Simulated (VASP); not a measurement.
Wanted: the native input for a VASP 6.6.1 run.

| Property | Result |
| --- | --- |
| Task | single point |
| Functional | PBE |
| Potentials or basis | VASP PAW PBE potentials, release 64 (Cd, S) |
| Cutoff | 520 eV |
| k mesh | 6 × 6 × 4 |
| Occupations | gaussian, width 0.01 eV |
| Spin | no spin polarisation |
| Dipole correction | no |
| Further INCAR settings | ALGO = Normal; EDIFF = 1e-06; NBANDS = 26 |

The structure of CdS lies in POSCAR:

```
CdS
1.0
    4.3420019216      0.0000000000      0.0000000000
   -2.1710009608      3.7602839674      0.0000000000
    0.0000000000      0.0000000000      5.7117725773
Cd S
2 2
Direct
    0.3333333333      0.6666666667      0.2500000000
    0.6666666667      0.3333333333      0.7500000000
    0.6666666667      0.3333333333      0.2500000000
    0.3333333333      0.6666666667      0.7500000000
```

The input as run:

INCAR

```
SYSTEM = CdS
PREC = Accurate ; ENCUT = 520
EDIFF = 1E-6 ; ISMEAR = 0
SIGMA = 0.01 ; LREAL = .FALSE.
LASPH = .TRUE. ; NELM = 100
ALGO = Normal ; ISIF = 2
LWAVE = .FALSE. ; LCHARG = .FALSE.
GGA = PE ; NBANDS = 26
```

KPOINTS

```
regular mesh
0
G
  6 6 4
  0 0 0
```

Potentials or basis: VASP PAW PBE potentials, release 64 (Cd, S).

Run with:

```console
$ cat potpaw_PBE.64/Cd/POTCAR potpaw_PBE.64/S/POTCAR > POTCAR
$ mpirun -np 1 vasp_std > vasp.out
```

It gave:

- Pressure: 4.5 GPa
- Band gap on the k mesh: 1.09 eV (least direct gap 1.33 eV)

Caveat: the cell stands under pressure.

Run time: 35 s on 1 thread of Intel(R) Xeon(R) Platinum 8259CL CPU @ 2.50GHz (Skylake/Cascade Lake) (shared host), peak memory 0.21 GiB.
